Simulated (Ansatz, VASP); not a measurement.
## Al: VASP beside Ansatz

```
CELL_PARAMETERS angstrom
2.77500 0.00000 0.00000
-1.38750 2.40322 0.00000
0.00000 0.00000 9.24105
ATOMIC_POSITIONS crystal
Al 0.00000 0.00000 0.00000
Al 0.33333 0.66667 0.25000
Al 0.00000 0.00000 0.50000
Al 0.66667 0.33333 0.75000
```

Alike in both runs: task single point; functional PBE; dispersion D3(BJ); k mesh 18 × 18 × 4; occupations gaussian, width 0.15 eV; no spin polarisation.

```csv
,VASP,Ansatz
version,VASP 6.6.1,Ansatz 0.2.0
potentials or method,"VASP PAW PBE potentials, release 64 (Al), cutoff 520 eV","scalar-relativistic, plane waves, PAW"
valence electrons in the cell,12,12
```

|  | VASP | Ansatz | Ansatz less VASP |
| --- | --- | --- | --- |
| gap on the k mesh at the Fermi level (eV) | none | none | - |
| pressure (GPa) | 2.6 | 2.6 | 0.00 |
| traceless stress, the component that is largest in VASP (GPa) | -0.91 | -0.91 | -0.001 |

A gap of «none» marks a metal or a gap that the smearing closes.
